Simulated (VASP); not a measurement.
B:

```xyz
1
Lattice="-1.1789 1.1789 1.1789 1.1789 -1.1789 1.1789 1.1789 1.1789 -1.1789" Properties=species:S:1:pos:R:3 pbc="T T T"
B     0.0000    0.0000    0.0000
```

* Program: VASP 6.6.1
* Task: relaxation of cell and atoms
* Functional: revPBE
* Potentials or basis: VASP PAW PBE potentials, release 64 (B)
* Cutoff: 600 eV
* k mesh: 18 × 18 × 18
* Occupations: fermi-dirac, width 0.1 eV
* Spin: no spin polarisation

At the start: pressure -9.9 GPa; volume 6.55 Å³/atom.

How do energy, volume and symmetry change on relaxing?

Over 3 steps the energy falls by 10.7 meV/atom and the volume is 6.22 Å³/atom (-5.0 %); space group Im-3m (No. 229, to 0.05 Å).

The path:
```csv
step,energy change (eV),largest force (eV/Å),pressure (GPa),volume (Å³)
1,0.0000,0.0000,-9.87,6.55
2,-0.0105,0.0000,1.65,6.18
3,-0.0107,0.0000,0.01,6.22
```

Final structure:
```
CELL_PARAMETERS angstrom
-1.15878 1.15878 1.15878
1.15878 -1.15878 1.15878
1.15878 1.15878 -1.15878
ATOMIC_POSITIONS crystal
B 0.00000 0.00000 0.00000
```

Caveat: the PAW data sets were made with another functional, which shifts forces and pressure a little.
